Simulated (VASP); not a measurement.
# NaH in VASP: notebook, part 2 of 2

VASP 6.6.1.

## Step 3: Single point, LDA (equal xy, yz and zx engineering shears of -0.5 %)

INCAR

```
PREC = Accurate
ENCUT = 520
EDIFF = 1E-6
ISMEAR = 0
SIGMA = 0.01
LREAL = False
LASPH = True
NELM = 60
ALGO = Normal
ISIF = 2
LWAVE = False
LCHARG = True
LELF = True
LVHAR = True
NBANDS = 11
```

KPOINTS

```
Automatic mesh
0
Gamma
  8 8 8
```

POSCAR

```
NaH
1.0
   -0.0117276838      2.3396729255      2.3396729255
    2.3396729255     -0.0117276838      2.3396729255
    2.3396729255      2.3396729255     -0.0117276838
Na H
1 1
Direct
    0.0000000000      0.0000000000      0.0000000000
    0.5000000000      0.5000000000      0.5000000000
```

Potentials or basis: VASP PAW LDA potentials, release 64 (Na_pv, H).

Launch:

```
cat potpaw_LDA.64/Na_pv/POTCAR potpaw_LDA.64/H/POTCAR > POTCAR
mpirun -np 1 vasp_std > vasp.out
```

OUTCAR:

```text
PREC = Accurate
   ENCUT = 520
   EDIFF = 1E-6
   ISMEAR = 0
   LREAL = False
   LASPH = True
   NELM = 60
   ISIF = 2

 ion  position               nearest neighbor table
   1  0.000  0.000  0.000-
   2  0.500  0.500  0.500-

  LATTYP: Found a trigonal (rhomboedric) cell.
 ALAT       =     3.3088179665
 COS(alpha) =     0.4949812504

  Lattice vectors:

 A1 = (  -0.0117276838,   2.3396729255,   2.3396729255)
 A2 = (   2.3396729255,  -0.0117276838,   2.3396729255)
 A3 = (   2.3396729255,   2.3396729255,  -0.0117276838)

Analysis of symmetry for initial positions (statically):
=====================================================================
 Subroutine PRICEL returns:
 Original cell was already a primitive cell.

 Routine SETGRP: Setting up the symmetry group for a
 trigonal (rhombohedral) supercell.

 Subroutine GETGRP returns: Found 12 space group operations
 (whereof 12 operations were pure point group operations)
 out of a pool of 12 trial point group operations.

The static configuration has the point symmetry D_3d.

Analysis of symmetry for dynamics (positions and initial velocities):
[... 174 lines left out ...]
      6      14.8617      0.00000
      7      14.8617      0.00000
      8      15.0495      0.00000
      9      16.0940      0.00000
     10      16.0940      0.00000
     11      16.2648      0.00000
[... 309 lines left out ...]
 k-point    24 :       0.3750    0.1250    0.1250
  band No.  band energies     occupation
      1     -23.0316      2.00000
      2     -22.9724      2.00000
      3     -22.9558      2.00000
      4      -3.2346      2.00000
      5       5.6459      0.00000
      6       8.8934      0.00000
      7      13.4760      0.00000
      8      13.5734      0.00000
      9      16.4774      0.00000
     10      17.1806      0.00000
     11      19.2567      0.00000

 [... further k-points ...]

------------------------ aborting loop because EDIFF is reached ----------------------------------------

  FORCE on cell =-STRESS in cart. coord.  units (eV):
  Direction    XX          YY          ZZ          XY          YZ          ZX
  --------------------------------------------------------------------------------------
  -------------------------------------------------------------------------------------
  Total       -0.0124168     -0.0124168     -0.0124168      0.0193483      0.0193483      0.0193483
  in kB       -0.7708521     -0.7708521     -0.7708521      1.2011691      1.2011691      1.2011691
  external PRESSURE =      -0.7708521 kB  Pullay stress =       0.0000000 kB

 VOLUME and BASIS-vectors are now :
 -----------------------------------------------------------------------------
  energy-cutoff  :      520.00
  volume of cell :       25.81
      direct lattice vectors                 reciprocal lattice vectors
    -0.011727684  2.339672925  2.339672925    -0.212104954  0.213173493  0.213173493
     2.339672925 -0.011727684  2.339672925     0.213173493 -0.212104954  0.213173493
     2.339672925  2.339672925 -0.011727684     0.213173493  0.213173493 -0.212104954

 POSITION                                       TOTAL-FORCE (eV/Angst)
 -----------------------------------------------------------------------------------
      0.00000      0.00000      0.00000        -0.000000     -0.000000     -0.000000
      2.33381      2.33381      2.33381         0.000000      0.000000      0.000000
 -----------------------------------------------------------------------------------
    total drift:                               -0.000000      0.000000      0.000000

  FREE ENERGIE OF THE ION-ELECTRON SYSTEM (eV)
  ---------------------------------------------------
  free  energy   TOTEN  =        -5.4082774968 eV

  energy  without entropy=       -5.4082774968  energy(sigma->0) =       -5.40827750
```

stdout:

```text
POSCAR found type information on POSCAR NaH
 POSCAR found :  2 types and       2 ions
 scaLAPACK will be used
 LDA part: xc-table for (Slater(with rela. corr.)+CA(PZ))
 , standard interpolation
 POSCAR, INCAR and KPOINTS ok, starting setup
 FFT: planning ... GRIDC
 FFT: planning ... GRID_SOFT
 FFT: planning ... GRID
 WAVECAR not read
 entering main loop
```

Run time: 14 s. Hardware: 1 thread of AMD EPYC 9R45 (Zen 5), shared host; peak memory 0.11 GiB.

Results:

* Free energy: -5.4083 eV
* Pressure: -0.1 GPa
* Band gap on the k mesh: 3.53 eV, indirect (least direct gap 4.50 eV)

Caveat: the cell differs from its parent crystal (equal xy, yz and zx engineering shears of -0.5 %). A k mesh can miss the band edges.

## Step 4: Single point, LDA (equal xy, yz and zx engineering shears of +0.5 %)

INCAR

```
SYSTEM = NaH
ALGO = Normal
EDIFF = 1E-6
ENCUT = 520
GGA = CA
ISIF = 2
ISMEAR = 0
LASPH = .TRUE.
LCHARG = .FALSE.
LREAL = .FALSE.
LWAVE = .FALSE.
NBANDS = 11
NELM = 60
PREC = Accurate
SIGMA = 0.01
```

KPOINTS

```
k-points
0
G
  8 8 8
  0 0 0
```

POSCAR

```
NaH
1.0
    0.0117276838      2.3514006093      2.3514006093
    2.3514006093      0.0117276838      2.3514006093
    2.3514006093      2.3514006093      0.0117276838
Na H
1 1
Direct
    0.0000000000      0.0000000000      0.0000000000
    0.5000000000      0.5000000000      0.5000000000
```

Launch:

```
cat potpaw_LDA.64/Na_pv/POTCAR potpaw_LDA.64/H/POTCAR > POTCAR
mpirun -np 1 vasp_std > vasp.out
```

It took 12 s on 1 thread of AMD EPYC 9R45 (Zen 5), shared host; peak memory 0.11 GiB.

Results (log left out):

| Property | Result |
| --- | --- |
| Free energy | -5.4083 eV |
| Pressure | -0.1 GPa |
| Band gap on the k mesh | 3.50 eV, indirect (least direct gap 4.49 eV) |

Stress tensor (GPa, compression positive):
```
-0.08 -0.12 -0.12
-0.12 -0.08 -0.12
-0.12 -0.12 -0.08
```

Levels at points of the mesh, in eV from the valence-band top:
```tsv
k point	band 1	band 2	band 3	band 4	band 5	band 6	band 7	band 8	band 9
(0.00, 0.00, 0.00)	-22.03	-22.03	-22.03	-4.05	11.20	15.72	15.90	15.90	16.94
(0.50, 0.00, 0.00)	-22.16	-22.05	-22.05	-0.95	3.56	11.18	13.54	13.64	16.81
(0.50, 0.50, 0.00)	-22.15	-22.07	-22.07	-0.22	4.47	9.98	10.81	10.94	12.35
(0.50, 0.50, 0.50)	-22.16	-22.05	-22.05	-0.99	3.50	11.26	13.69	13.69	16.97
```

Caveat: the cell differs from its parent crystal (equal xy, yz and zx engineering shears of +0.5 %). A k mesh can miss the band edges.

## Step 5: Single point, LDA (atom 1 moved by [0.01, 0.01, 0.01] A)

INCAR

```
SYSTEM = NaH
  ALGO = Normal
  EDIFF = 1E-7
  ENCUT = 520
  GGA = CA
  ISIF = 2
  ISMEAR = 0
  LASPH = .TRUE.
  LCHARG = .FALSE.
  LREAL = .FALSE.
  LWAVE = .FALSE.
  NBANDS = 11
  NELM = 60
  PREC = Accurate
  SIGMA = 0.01
```

KPOINTS is that of step 4.

POSCAR

```
NaH
1.0
    0.0000000000      2.3455367674      2.3455367674
    2.3455367674      0.0000000000      2.3455367674
    2.3455367674      2.3455367674      0.0000000000
Na H
1 1
Direct
    0.0021317082      0.0021317082      0.0021317082
    0.5000000000      0.5000000000      0.5000000000
```

Potentials or basis: VASP PAW LDA potentials, release 64 (Na_pv, H).

Launch:

```
cat potpaw_LDA.64/Na_pv/POTCAR potpaw_LDA.64/H/POTCAR > POTCAR
mpirun -np 1 vasp_std > vasp.out
```

OUTCAR:

```text
SYSTEM = NaH
   EDIFF = 1E-7
   ENCUT = 520
   GGA = CA
   ISIF = 2
   ISMEAR = 0
   LASPH = .TRUE.
   LREAL = .FALSE.
   NELM = 60
   PREC = Accurate

 ion  position               nearest neighbor table
   1  0.002  0.002  0.002-
   2  0.500  0.500  0.500-

  LATTYP: Found a face centered cubic cell.
 ALAT       =     4.6910735348

  Lattice vectors:

 A1 = (   0.0000000000,   2.3455367674,   2.3455367674)
 A2 = (   2.3455367674,   0.0000000000,   2.3455367674)
 A3 = (   2.3455367674,   2.3455367674,   0.0000000000)

Analysis of symmetry for initial positions (statically):
=====================================================================
 Subroutine PRICEL returns:
 Original cell was already a primitive cell.

 Routine SETGRP: Setting up the symmetry group for a
 face centered cubic supercell.

 Subroutine GETGRP returns: Found  6 space group operations
 (whereof  6 operations were pure point group operations)
 out of a pool of 48 trial point group operations.

The static configuration has the point symmetry C_3v.

[... 168 lines left out ...]
 k-point     1 :       0.0000    0.0000    0.0000
  band No.  band energies     occupation
      1     -22.9474      2.00000
      2     -22.9474      2.00000
      3     -22.9474      2.00000
      4      -4.9692      2.00000
      5      10.2794      0.00000
      6      14.9219      0.00000
      7      14.9229      0.00000
      8      14.9229      0.00000
      9      16.1564      0.00000
     10      16.1564      0.00000
     11      16.1591      0.00000
[... 309 lines left out ...]
 k-point    24 :       0.1250    0.1250    0.3750
  band No.  band energies     occupation
      1     -23.0309      2.00000
      2     -22.9720      2.00000
      3     -22.9561      2.00000
      4      -3.2369      2.00000
      5       5.6747      0.00000
      6       8.8246      0.00000
      7      13.4749      0.00000
      8      13.6079      0.00000
      9      16.5009      0.00000
     10      17.1699      0.00000
     11      19.3193      0.00000

 [... further k-points ...]

------------------------ aborting loop because EDIFF is reached ----------------------------------------

  FORCE on cell =-STRESS in cart. coord.  units (eV):
  Direction    XX          YY          ZZ          XY          YZ          ZX
  --------------------------------------------------------------------------------------
  -------------------------------------------------------------------------------------
  Total       -0.0094061     -0.0094061     -0.0094061     -0.0002176     -0.0002176     -0.0002176
  in kB       -0.5839306     -0.5839306     -0.5839306     -0.0135102     -0.0135102     -0.0135102
  external PRESSURE =      -0.5839306 kB  Pullay stress =       0.0000000 kB

 VOLUME and BASIS-vectors are now :
 -----------------------------------------------------------------------------
  energy-cutoff  :      520.00
  volume of cell :       25.81
      direct lattice vectors                 reciprocal lattice vectors
     0.000000000  2.345536767  2.345536767    -0.213170822  0.213170822  0.213170822
     2.345536767  0.000000000  2.345536767     0.213170822 -0.213170822  0.213170822
     2.345536767  2.345536767  0.000000000     0.213170822  0.213170822 -0.213170822

 POSITION                                       TOTAL-FORCE (eV/Angst)
 -----------------------------------------------------------------------------------
      0.01000      0.01000      0.01000        -0.011293     -0.011293     -0.011293
      2.34554      2.34554      2.34554         0.011293      0.011293      0.011293
 -----------------------------------------------------------------------------------
    total drift:                               -0.000066     -0.000066     -0.000066

  FREE ENERGIE OF THE ION-ELECTRON SYSTEM (eV)
  ---------------------------------------------------
  free  energy   TOTEN  =        -5.4082611375 eV

  energy  without entropy=       -5.4082611375  energy(sigma->0) =       -5.40826114
```

It took 12 s on 1 thread of AMD EPYC 9R45 (Zen 5), shared host; peak memory 0.11 GiB.

Results:

```
Free energy            : -5.4083 eV
Pressure               : -0.1 GPa
Largest force          : 0.020 eV/Å
Band gap on the k mesh : 3.54 eV, indirect (least direct gap 4.50 eV)
```

Forces on the atoms (eV/Å):
```
Na  -0.011 -0.011 -0.011
H    0.011  0.011  0.011
```

Levels at points of the mesh, in eV from the valence-band top:
```
           k point  band 1  band 2  band 3  band 4  band 5  band 6  band 7  band 8
(0.00, 0.00, 0.00)  -22.03  -22.03  -22.03   -4.05   11.20   15.84   15.84   15.84
(0.50, 0.00, 0.00)  -22.16  -22.05  -22.05   -0.96    3.54   11.20   13.62   13.62
(0.50, 0.50, 0.50)  -22.16  -22.05  -22.05   -0.96    3.54   11.20   13.62   13.62
(0.50, 0.50, 0.00)  -22.15  -22.07  -22.07   -0.22    4.47    9.98   10.88   10.88
```

Caveat: the cell differs from its parent crystal (atom 1 moved by [0.01, 0.01, 0.01] A). A k mesh can miss the band edges.

## Step 6: Summary

| cell | gap on the mesh (eV) | pressure (GPa) |
| --- | --- | --- |
| a = 3.325, b = 3.325, c = 3.317 Å, angles 60.1, 60.1, 59.8°, 2 atoms | 3.53 | -0.2 |
| a = 3.309 Å, angles 60.3°, 2 atoms | 3.53 | -0.1 |
| a = 3.325 Å, angles 59.7°, 2 atoms | 3.50 | -0.1 |
| a = 3.317 Å, angles 60.0°, 2 atoms | 3.54 | -0.1 |

Alike in all rows: task single point; level LDA; potentials or basis VASP PAW LDA potentials, release 64 (Na_pv, H); no spin polarisation; k mesh 8 × 8 × 8; cutoff (eV) 520; smearing gaussian 0.01 eV.

Absolute energies hang on the potentials; compare differences alone.
